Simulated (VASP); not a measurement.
Wanted: the native input for a VASP 6.6.1 run.

```yaml
Task: single point
Functional: PBE
Potentials_or_basis: VASP PAW PBE potentials, release 64 (W_sv)
Cutoff: 520 eV
k_mesh: 18 × 18 × 16
Occupations: fermi-dirac, width 0.08 eV
Spin: no spin polarisation
Dipole_correction: no
Further_INCAR_settings: ALGO = Normal; EDIFF = 1e-06; NBANDS = 13
```

The structure of W lies in POSCAR:

```
W
1.0
    2.4215328906      0.0000000000      0.0000000000
   -1.2107664453      2.0971089993      0.0000000000
    0.0000000000      0.0000000000      2.2407688214
W
1
Direct
    0.0000000000      0.0000000000      0.0000000000
```

This isn't the form of W at room conditions, which is bcc.

One way to write it, as run:

INCAR

```
PREC = Accurate ; ENCUT = 520
EDIFF = 1E-6 ; ISMEAR = -1
SIGMA = 0.08 ; LREAL = F
LASPH = T ; NELM = 60
ALGO = Normal ; ISIF = 2
LWAVE = F ; LCHARG = T
GGA = PE ; LELF = T
LVHAR = T ; NBANDS = 13
```

KPOINTS

```
regular mesh
0
Gamma
  18 18 16
```

Potentials or basis: VASP PAW PBE potentials, release 64 (W_sv).

Command:

```sh
$ cat potpaw_PBE.64/W_sv/POTCAR > POTCAR
$ mpirun -np 1 vasp_std > vasp.out
```

It gave:

```yaml
Pressure: 248.7 GPa
Band_gap_on_the_k_mesh: zero (bands 7 and 8 overlap by 3.56 eV)
```

Caveat: the cell stands under pressure; spin-orbit coupling is left out, which moves the levels of the heavy elements.

Wall time 80 s on 1 thread of AMD EPYC 7R13, with other jobs on the host, peak memory 0.13 GiB.
